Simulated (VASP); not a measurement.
A run of VASP 6.6.1 is set up as follows.

The input INCAR:

```
ALGO = Normal
EDIFF = 1E-6
ENCUT = 520
GGA = PE
ISIF = 2
ISMEAR = 0
LASPH = True
LCHARG = False
LREAL = False
LWAVE = False
NBANDS = 11
NELM = 80
PREC = Accurate
SIGMA = 0.01
```

KPOINTS

```
k-points
0
Gamma
  6 6 6
```

POSCAR

```
Si
1.0
    0.0000000000      2.7221197378      2.7221197378
    2.7221197378      0.0000000000      2.7221197378
    2.7221197378      2.7221197378      0.0000000000
Si
2
Direct
    0.2500000000      0.2500000000      0.2500000000
    0.0000000000      0.0000000000      0.0000000000
```

Potentials or basis: VASP PAW PBE potentials, release 64 (Si).

The run is started by

```sh
$ cat potpaw_PBE.64/Si/POTCAR > POTCAR
$ mpirun -np 1 vasp_std > vasp.out
```

Question: Predict the pressure.

Answer: 1.3 GPa.

Question: Predict the band gap on the k mesh.

Answer: 0.72 eV, indirect (least direct gap 2.56 eV).

A k mesh can miss the band edges. PBE gaps usually lie below the measured ones, often by a third to a half.
